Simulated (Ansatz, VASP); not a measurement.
One calculation of LiTaH4, two programs

The input INCAR:

```
SYSTEM = LiTaH4
ALGO = Normal
EDIFF = 1E-6
EDIFFG = -0.01
ENCUT = 600
GGA = PE
IBRION = 2
ISIF = 3
ISMEAR = 0
LASPH = .TRUE.
LCHARG = .FALSE.
LREAL = .FALSE.
LWAVE = .FALSE.
NELM = 80
NSW = 100
PREC = Accurate
SIGMA = 0.1
```

File KPOINTS:

```
k-points
0
G
  10 10 8
  0 0 0
```

The input POSCAR:

```
LiTaH4
1.0
    3.5128891650      0.0000000000      0.0000000000
    0.0000000000      3.5128891650      0.0000000000
    0.0000000000      0.0000000000      5.6383893680
Li Ta H
1 1 4
Direct
    0.5000000000      0.5000000000      0.5000000000
    0.0000000000      0.0000000000      0.0000000000
    0.0000000000      0.0000000000      0.6671694880
    0.5000000000      0.0000000000      0.0000000000
    0.0000000000      0.5000000000      0.0000000000
    0.0000000000      0.0000000000      0.3328305120
```

Input for Ansatz:

```yaml
crystal:
  lattice:
    - [3.512889165, 0.0, 0.0]
    - [0.0, 3.512889165, 0.0]
    - [0.0, 0.0, 5.638389368]
  atoms:
    - { symbol: Li, position: [0.5, 0.5, 0.5] }
    - { symbol: Ta, position: [0.0, 0.0, 0.0] }
    - { symbol: H, position: [0.0, 0.0, 0.667169488] }
    - { symbol: H, position: [0.5, 0.0, 0.0] }
    - { symbol: H, position: [0.0, 0.5, 0.0] }
    - { symbol: H, position: [0.0, 0.0, 0.332830512] }
basis:
  ecutwfc: 420
kpoints:
  mp_grid: { grid: [10, 10, 8] }
hamiltonian:
  xc: pbe
scf:
  occupations: { method: gaussian, width: 0.1 }
output:
  forces: true
  stress: true
  eigenvalues: true
  write_density: true
  write_potential: true
  elf: true
  volumetric_format: npy
relax:
  adjacent_minimum: "off"
  f_tol: 0.01
  max_steps: 80
  cell: { stress_tol: 0.05 }
```

Alike in both runs: task relaxation of cell and atoms; functional PBE; k mesh 10 × 10 × 8; occupations gaussian, width 0.1 eV; no spin polarisation.

|  | VASP | Ansatz |
| --- | --- | --- |
| version | VASP 6.6.1 | Ansatz 0.2.0 |
| potentials or method | VASP PAW PBE potentials, release 64 (Li_sv, Ta_pv, H), cutoff 600 eV | scalar-relativistic, plane waves, PAW |
| valence electrons in the cell | 18 | 20 |

|  | VASP | Ansatz | Ansatz less VASP |
| --- | --- | --- | --- |
| gap on the k mesh at the Fermi level, each at its own relaxed structure (eV) | none | none | - |
| relaxed volume (Å³/atom) | 11.65 | 11.67 | +0.022 |
| relaxed cell length with the largest relative difference (Å) | 5.673 | 5.683 | +0.0099 |

A gap of «none» marks a metal or a gap that the smearing closes. VASP's potentials hold 18 valence electrons a cell and Ansatz's 20, so a difference there can come from the potentials and not from the codes.

Spin-orbit coupling is off throughout. Noted on VASP's run: the cutoff is short for stress, so the pressure is rough.
